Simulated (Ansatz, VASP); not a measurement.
# KBr: VASP beside Ansatz

```
Br K
1.0
     0.00000    3.30000    3.30000
     3.30000    0.00000    3.30000
     3.30000    3.30000    0.00000
Br K
1 1
Direct
  0.50000 0.50000 0.50000
  0.00000 0.00000 0.00000
```

Alike in both runs: functional PBEsol; k mesh 5 × 5 × 5; occupations fermi-dirac, width 0.05 eV; non-collinear spin, spin-orbit coupling.

|  | VASP | Ansatz |
| --- | --- | --- |
| version | VASP 6.6.1 | Ansatz 0.2.0 |
| potentials or method | VASP PAW PBE potentials, release 64 (Br, K_sv) | Ansatz PAW |
| plane-wave cutoff (eV) | 520 | 420 |
| valence electrons in the cell | 16 | 16 |
| task | single point | band structure |

|  | VASP | Ansatz | Ansatz less VASP |
| --- | --- | --- | --- |
| pressure (GPa) | -0.3 | -0.3 | -0.05 |
| net moment per atom (μB) | 0.00 | 0.00 | 0.000 |

VASP's potentials were made for PBE, not for PBEsol.
